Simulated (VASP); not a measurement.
# ZnCu (Cmmm) in VASP: single point with LDA

Aim: the single point of ZnCu with LDA.

Program: VASP 6.6.1. These are calculated values, not measurements. Logs are shortened: lines on timing, memory, paths and dates and some standing lists are left out, and cuts for length are marked.

### Step 1. The cell of the first run

Symmetry: Cmmm, No. 65, orthorhombic system. The conventional cell has a = 2.976 Å, b = 4.243 Å, c = 4.141 Å, α = 90.00°, β = 90.00°, γ = 90.00°. Within 3.4 Å of Zn (site symmetry mmm) lie 8 Cu at 2.55 to 2.96 Å and 6 Zn at 2.59 to 2.98 Å. Cu (site symmetry mmm) has 8 Zn at 2.55 to 2.96 Å and 6 Cu at 2.59 to 2.98 Å within 3.4 Å.

### Step 2. Single point, LDA, collinear spin

INCAR reads:

```
  PREC = Accurate
  ENCUT = 520
  EDIFF = 1E-6
  ISMEAR = -1
  SIGMA = 0.05
  LREAL = False
  LASPH = True
  NELM = 150
  ALGO = Normal
  ISIF = 2
  LWAVE = False
  LCHARG = True
  ISPIN = 2
  MAGMOM = 0 0.3
  LORBIT = 11
  NUPDOWN = 0.3
  LMAXMIX = 4
  GGA = CA
  LELF = True
  LVHAR = True
  NBANDS = 22
```

KPOINTS reads:

```
Automatic mesh
0
Gamma
  16 16 9
```

POSCAR reads:

```
ZnCu
1.0
    1.4880390000     -2.1212790000      0.0000000000
    1.4880390000      2.1212790000      0.0000000000
    0.0000000000      0.0000000000      4.1407460000
Zn Cu
1 1
Direct
    0.5000000000      0.5000000000      0.5000000000
    0.0000000000      0.0000000000      0.0000000000
```

Potentials or basis: VASP PAW LDA potentials, release 64 (Zn, Cu).

The run is started by

```console
$ cat potpaw_LDA.64/Zn/POTCAR potpaw_LDA.64/Cu/POTCAR > POTCAR
$ mpirun -np 1 vasp_std > vasp.out
```

OUTCAR:

```text
PREC = Accurate
   ENCUT = 520
   EDIFF = 1E-6
   ISMEAR = -1
   LREAL = False
   LASPH = True
   NELM = 150
   ISIF = 2
   ISPIN = 2
   LORBIT = 11
   NUPDOWN = 0.3
   GGA = CA

 ion  position               nearest neighbor table
   1  0.500  0.500  0.500-   2 2.55   2 2.55   2 2.55   2 2.55
   2  0.000  0.000  0.000-   1 2.55   1 2.55   1 2.55   1 2.55

  LATTYP: Found a base centered orthorhombic cell.
 ALAT       =     2.9760780000
 B/A-ratio  =     1.4255533625
 C/A-ratio  =     1.3913432376

  Lattice vectors:

 A1 = (   1.4880390000,  -2.1212790000,   0.0000000000)
 A2 = (   1.4880390000,   2.1212790000,   0.0000000000)
 A3 = (   0.0000000000,   0.0000000000,   4.1407460000)

Analysis of symmetry for initial positions (statically):
=====================================================================
 Subroutine PRICEL returns:
 Original cell was already a primitive cell.

 Routine SETGRP: Setting up the symmetry group for a
 base centered orthorhombic supercell.

 Subroutine GETGRP returns: Found  8 space group operations
 (whereof  8 operations were pure point group operations)
 out of a pool of  8 trial point group operations.

The static configuration has the point symmetry D_2h.

Analysis of symmetry for dynamics (positions and initial velocities):
=====================================================================
 Subroutine PRICEL returns:
 Original cell was already a primitive cell.

 Routine SETGRP: Setting up the symmetry group for a
 base centered orthorhombic supercell.

 Subroutine GETGRP returns: Found  8 space group operations
 (whereof  8 operations were pure point group operations)
 out of a pool of  8 trial point group operations.

The dynamic configuration has the point symmetry D_2h.

Analysis of structural, dynamic, and magnetic symmetry:
=====================================================================
 Subroutine PRICEL returns:
 Original cell was already a primitive cell.

 Routine SETGRP: Setting up the symmetry group for a
 base centered orthorhombic supercell.

 Subroutine GETGRP returns: Found  8 space group operations
 (whereof  8 operations were pure point group operations)
 out of a pool of  8 trial point group operations.

The overall configuration has the point symmetry D_2h.

 Subroutine INISYM returns: Found  8 space group operations
 (whereof  8 operations are pure point group operations),
 and found     1 'primitive' translations

----------------------------------------------------------------------------------------

                                     Primitive cell

  volume of cell :      26.1409

  direct lattice vectors                    reciprocal lattice vectors
     1.488039000 -2.121279000  0.000000000     0.336012699 -0.235706854  0.000000000
     1.488039000  2.121279000  0.000000000     0.336012699  0.235706854  0.000000000
     0.000000000  0.000000000  4.140746000     0.000000000  0.000000000  0.241502377

  length of vectors
     2.591155082  2.591155082  4.140746000     0.410441536  0.410441536  0.241502377

  position of ions in fractional coordinates (direct lattice)
     0.500000000  0.500000000  0.500000000
     0.000000000  0.000000000  0.000000000

  ion indices of the primitive-cell ions
   primitive index   ion index
                 1           1
                 2           2

----------------------------------------------------------------------------------------

 KPOINTS: Automatic mesh

Automatic generation of k-mesh.
 Grid dimensions read from file:
 generate k-points for:   16   16    9

 Generating k-lattice:

  Cartesian coordinates                     Fractional coordinates (reciprocal lattice)
     0.021000794 -0.014731678  0.000000000     0.062500000 -0.000000000  0.000000000
     0.021000794  0.014731678  0.000000000    -0.000000000  0.062500000  0.000000000
     0.000000000  0.000000000  0.026833597     0.000000000  0.000000000  0.111111111

  Length of vectors
     0.025652596  0.025652596  0.026833597

  Shift w.r.t. Gamma in fractional coordinates (k-lattice)
     0.000000000  0.000000000  0.000000000

 Subroutine IBZKPT returns following result:
 ===========================================

 Found    365 irreducible k-points:

 Following reciprocal coordinates:
            Coordinates               Weight
  0.000000  0.000000  0.000000      1.000000
  0.062500  0.000000  0.000000      4.000000
  0.125000  0.000000  0.000000      4.000000
  0.187500  0.000000  0.000000      4.000000
  0.250000  0.000000  0.000000      4.000000
  0.312500  0.000000  0.000000      4.000000
[... 16 lines left out ...]
 -0.125000  0.062500  0.000000      4.000000
 -0.062500  0.062500  0.000000      2.000000
 [... further k-points ...]
   k-points           NKPTS =    365   k-points in BZ     NKDIM =    365   number of bands    NBANDS=     22
   number of dos      NEDOS =    301   number of ions     NIONS =      2
   total plane-waves  NPLWV =  12800
   dimension x,y,z NGX =    20 NGY =   20 NGZ =   32
   dimension x,y,z NGXF=    40 NGYF=   40 NGZF=   64
   ions per type =               1   1
   NGX,Y,Z   is equivalent  to a cutoff of  12.83, 12.83, 12.85 a.u.
   NGXF,Y,Z  is equivalent  to a cutoff of  25.66, 25.66, 25.70 a.u.
 SYSTEM =  unknown system
   PREC   = accura    normal or accurate (medium, high low for compatibility)
   ISTART =      0    job   : 0-new  1-cont  2-samecut
   ICHARG =      2    charge: 1-file 2-atom 10-const
   ISPIN  =      2    spin polarized calculation?
   LNONCOLLINEAR =      F non collinear calculations
   LSORBIT =      F    spin-orbit coupling
   LASPH  =      T    aspherical Exc in radial PAW
   ENCUT  =  520.0 eV  38.22 Ry    6.18 a.u.   4.82  4.82  7.70*2*pi/ulx,y,z
   NELM   =    150;   NELMIN=  2; NELMDL= -5     # of ELM steps
   EDIFF  = 0.1E-05   stopping-criterion for ELM
   LREAL  =      F    real-space projection
   EDIFFG = 0.1E-04   stopping-criterion for IOM
   NSW    =      0    number of steps for IOM
   IBRION =     -1    ionic relax: 0-MD 1-quasi-New 2-CG
   NFREE  =      0    steps in history (QN), initial steepest desc. (CG)
   ISIF   =      2    stress and relaxation
   ISYM   =      2    0-nonsym 1-usesym 2-fastsym
   POTIM  = 0.5000    time-step for ionic-motion
   TEBEG  =    0.0;   TEEND  =   0.0 temperature during run
   PSTRESS=    0.0 pullay stress
   NELECT =      23.0000    total number of electrons
   NUPDOWN=       0.3000    fix difference up-down
   EMIN   =  10.00;   EMAX   =-10.00  energy-range for DOS
   EFERMI =   0.00;   METHOD = LEGACY
   ISMEAR =    -1;   SIGMA  =   0.05  broadening in eV -4-tet -1-fermi 0-gaus
   EFERMI_NEDOS =   21; number of points for ismear=-14 and -15
   IALGO  =     38    algorithm
   IMIX   =      4    mixing-type and parameters
     AMIX     =   0.40;   BMIX     =  1.00
     AMIX_MAG =   1.60;   BMIX_MAG =  1.00
  volume/ion in A,a.u.               =      13.07        88.20
  Fermi-wavevector in a.u.,A,eV,Ry     =   1.568714  2.964440 33.482099  2.460865
  Thomas-Fermi vector in A             =   2.670704
   LORBIT       =     11    0 simple, 1 ext, 2 COOP (PROOUT), +10 PAW based schemes
   GGA     = CA    functional components
   LHFCALC =     F    Hartree Fock is set to
   AEXX    =    0.0000 exact exchange contribution
   IVDW    =     0    specifies the selected vdW correction
   LEPSILON=     F    determine dielectric tensor
   LRPA    =     F    only Hartree local field effects (RPA)
 spin polarized calculation
  energy-cutoff  :      520.00
  volume of cell :       26.14
 maximum number of plane-waves:       728
   NGX =  9   NGY =  9   NGZ = 15

 number of electron      22.9999985 magnetization       0.3000000

 Free energy of the ion-electron system (eV)
  ---------------------------------------------------
  ext. energy  EPLUGINS =         0.00000000
  ---------------------------------------------------
  free energy    TOTEN  =        -6.54032542 eV

  energy without entropy =       -6.53571109  energy(sigma->0) =       -6.53801826

 E-fermi :   4.5793     XC(G=0): -12.6298

 val. band max:        5.6491745550   @ k =   0.5000   0.3125   0.4444
 cond. band min:       4.5866912775   @ k =   0.4375   0.1875   0.2222
 fundamental gap:     -1.0624832775
 Fermi energy:         5.6573642427

 spin component 1

 k-point     1 :       0.0000    0.0000    0.0000
  band No.  band energies     occupation
      1      -5.2239      1.00000
      2      -3.0629      1.00000
      3      -2.9313      1.00000
      4      -2.2412      1.00000
      5      -2.2167      1.00000
      6      -2.0172      1.00000
[... 14 lines left out ...]
     21      28.7035      0.00000
     22      28.9803      0.00000

 k-point     2 :       0.0625    0.0000    0.0000
  band No.  band energies     occupation
      1      -5.1199      1.00000
      2      -3.0388      1.00000
      3      -2.9201      1.00000
      4      -2.2587      1.00000
      5      -2.2162      1.00000
      6      -2.0323      1.00000
[... 14 lines left out ...]
     21      28.1493      0.00000
     22      28.6870      0.00000

 k-point     3 :       0.1250    0.0000    0.0000
  band No.  band energies     occupation
      1      -4.8124      1.00000
      2      -2.9878      1.00000
      3      -2.8717      1.00000
      4      -2.3179      1.00000
      5      -2.2104      1.00000
      6      -2.0629      1.00000
[... 14 lines left out ...]
     21      28.5021      0.00000
     22      29.0996      0.00000
[... 476 lines left out ...]
 k-point    23 :      -0.1250    0.0625    0.0000
  band No.  band energies     occupation
      1      -4.8484      1.00000
      2      -2.9793      1.00000
      3      -2.8360      1.00000
      4      -2.2900      1.00000
      5      -2.2720      1.00000
      6      -2.1025      1.00000
[... 14 lines left out ...]
     21      28.4639      0.00000
     22      29.0672      0.00000

 k-point    24 :      -0.0625    0.0625    0.0000
  band No.  band energies     occupation
      1      -5.0866      1.00000
      2      -3.0282      1.00000
      3      -2.8906      1.00000
      4      -2.2525      1.00000
      5      -2.2478      1.00000
      6      -2.0602      1.00000
[... 14 lines left out ...]
     21      27.7603      0.00000
     22      28.3931      0.00000

 [... further k-points ...]

 spin component 2

 k-point     1 :       0.0000    0.0000    0.0000
  band No.  band energies     occupation
      1      -5.0894      1.00000
      2      -3.0169      1.00000
      3      -2.8929      1.00000
      4      -2.2079      1.00000
      5      -2.1833      1.00000
      6      -1.9874      1.00000
[... 14 lines left out ...]
     21      28.8194      0.00000
     22      29.0874      0.00000

 k-point     2 :       0.0625    0.0000    0.0000
  band No.  band energies     occupation
      1      -4.9854      1.00000
      2      -2.9934      1.00000
      3      -2.8816      1.00000
      4      -2.2251      1.00000
      5      -2.1828      1.00000
      6      -2.0023      1.00000
[... 14 lines left out ...]
     21      28.2900      0.00000
     22      28.8075      0.00000

 k-point     3 :       0.1250    0.0000    0.0000
  band No.  band energies     occupation
      1      -4.6780      1.00000
      2      -2.9445      1.00000
      3      -2.8321      1.00000
      4      -2.2832      1.00000
      5      -2.1771      1.00000
      6      -2.0324      1.00000
[... 14 lines left out ...]
     21      28.6243      0.00000
     22      29.2312      0.00000
[... 476 lines left out ...]
 k-point    23 :      -0.1250    0.0625    0.0000
  band No.  band energies     occupation
      1      -4.7139      1.00000
      2      -2.9352      1.00000
      3      -2.7977      1.00000
      4      -2.2559      1.00000
      5      -2.2379      1.00000
      6      -2.0711      1.00000
[... 14 lines left out ...]
     21      28.6065      0.00000
     22      29.1867      0.00000

 k-point    24 :      -0.0625    0.0625    0.0000
  band No.  band energies     occupation
      1      -4.9520      1.00000
      2      -2.9828      1.00000
      3      -2.8524      1.00000
      4      -2.2190      1.00000
      5      -2.2140      1.00000
      6      -2.0295      1.00000
[... 14 lines left out ...]
     21      27.8724      0.00000
     22      28.5152      0.00000

 [... further k-points ...]

------------------------ aborting loop because EDIFF is reached ----------------------------------------

  FORCE on cell =-STRESS in cart. coord.  units (eV):
  Direction    XX          YY          ZZ          XY          YZ          ZX
  --------------------------------------------------------------------------------------
  -------------------------------------------------------------------------------------
  Total       -1.5754720     -1.8116701     -1.7940032      0.0000000      0.0000000      0.0000000
  in kB      -96.5607369   -111.0373311   -109.9545245      0.0000000      0.0000000      0.0000000
  external PRESSURE =    -105.8508642 kB  Pullay stress =       0.0000000 kB

 VOLUME and BASIS-vectors are now :
 -----------------------------------------------------------------------------
  energy-cutoff  :      520.00
  volume of cell :       26.14
      direct lattice vectors                 reciprocal lattice vectors
     1.488039000 -2.121279000  0.000000000     0.336012699 -0.235706854  0.000000000
     1.488039000  2.121279000  0.000000000     0.336012699  0.235706854  0.000000000
     0.000000000  0.000000000  4.140746000     0.000000000  0.000000000  0.241502377

 POSITION                                       TOTAL-FORCE (eV/Angst)
 -----------------------------------------------------------------------------------
      1.48804      0.00000      2.07037        -0.000000     -0.000000      0.000000
      0.00000      0.00000      0.00000         0.000000      0.000000      0.000000
 -----------------------------------------------------------------------------------
    total drift:                                0.000000      0.000000      0.000000

  FREE ENERGIE OF THE ION-ELECTRON SYSTEM (eV)
  ---------------------------------------------------
  free  energy   TOTEN  =        -6.5403254236 eV

  energy  without entropy=       -6.5357110864  energy(sigma->0) =       -6.53801826

 total charge

# of ion       s       p       d       tot
------------------------------------------
    1        0.599   0.512   9.734  10.845
    2        0.419   0.364   9.178   9.961
--------------------------------------------------
tot          1.018   0.876  18.913  20.806

 magnetization (x)

# of ion       s       p       d       tot
------------------------------------------
    1        0.016   0.050   0.013   0.080
    2        0.015   0.035   0.075   0.125
--------------------------------------------------
tot          0.031   0.085   0.088   0.205
```

Run time: 7.8 min. Hardware: 1 thread of Intel Xeon 8259CL, shared host; peak memory 0.4 GiB.

Results:

* Free energy: -6.5403 eV
* Pressure: -10.6 GPa
* Net moment: 0.30 μB per cell
* Site moments: Zn +0.08; Cu +0.12 μB
* Valence electrons inside the program's atomic spheres: Zn 10.85; Cu 9.96

Caveat: the cell stands under tension; the total moment is fixed, so each spin has its own Fermi level.
